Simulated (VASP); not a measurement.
Write the native input for VASP 6.6.1 that does the following.

- Task: single point
- Functional: HSE06
- Potentials or basis: VASP PAW PBE potentials, release 64 (Mg, S)
- Cutoff: 520 eV
- k mesh: 6 × 6 × 6
- Occupations: gaussian, width 0.01 eV
- Spin: no spin polarisation
- Dipole correction: no
- Grid for exact exchange (PRECFOCK): Normal
- Further INCAR settings: ALGO = Normal; EDIFF = 1e-06; NBANDS = 11
- Share of exact exchange: 0.25
- Screening parameter: 0.2079 1/Å

The system is MgS.

```
CELL_PARAMETERS angstrom
0.00000 2.81000 2.81000
2.81000 0.00000 2.81000
2.81000 2.81000 0.00000
ATOMIC_POSITIONS crystal
Mg 0.00000 0.00000 0.00000
S 0.25000 0.25000 0.25000
```

These files were run (other wordings do the same):

POSCAR

```
MgS
1.0
    0.0000000000      2.8100000000      2.8100000000
    2.8100000000      0.0000000000      2.8100000000
    2.8100000000      2.8100000000      0.0000000000
Mg S
1 1
Direct
    0.0000000000      0.0000000000      0.0000000000
    0.2500000000      0.2500000000      0.2500000000
```

INCAR.step1

```
PREC     = Accurate       # precision mode
ENCUT    = 520            # plane-wave cutoff, eV
EDIFF    = 1E-5           # SCF threshold, eV
ISMEAR   = 0              # smearing method
SIGMA    = 0.01           # smearing width, eV
LREAL    = F              # projectors in reciprocal space
LASPH    = T              # aspherical terms in the spheres
NELM     = 120            # most SCF steps
ALGO     = Normal         # electronic algorithm
ISIF     = 2              # what is computed and relaxed
LWAVE    = T              # write WAVECAR
LCHARG   = F              # write CHGCAR
NBANDS   = 11             # bands
GGA      = PE             # functional
GGA_COMPAT= F
```

INCAR.step2

```
PREC     = Accurate       # precision mode
ENCUT    = 520            # plane-wave cutoff, eV
EDIFF    = 1E-6           # SCF threshold, eV
ISMEAR   = 0              # smearing method
SIGMA    = 0.01           # smearing width, eV
LREAL    = F              # projectors in reciprocal space
LASPH    = T              # aspherical terms in the spheres
NELM     = 120            # most SCF steps
ALGO     = Normal         # electronic algorithm
ISIF     = 2              # what is computed and relaxed
LWAVE    = F              # write WAVECAR
LCHARG   = F              # write CHGCAR
GGA      = PE             # functional
LHFCALC  = T              # exact exchange
HFSCREEN = 0.2079         # screening, 1/A
PRECFOCK = Normal       
NBANDS   = 11             # bands
ISTART   = 1            
GGA_COMPAT= F
```

KPOINTS

```
regular mesh
0
Gamma
  6 6 6
```

Potentials or basis: VASP PAW PBE potentials, release 64 (Mg, S).

Launch:

```bash
$ cat potpaw_PBE.64/Mg/POTCAR potpaw_PBE.64/S/POTCAR > POTCAR
$ cp INCAR.step1 INCAR
$ mpirun -np 1 vasp_std > vasp.out
$ cp INCAR.step2 INCAR
$ mpirun -np 1 vasp_std > vasp.out
```

It gave:

```
Pressure               : 1.3 GPa
Band gap on the k mesh : 4.63 eV
```

Caveat: the PAW data sets were made with another functional, which shifts forces and pressure a little.

Wall time 12 min on 1 thread of Oxide Virtual Turin-like Processor, on a shared host, peak memory 0.26 GiB.
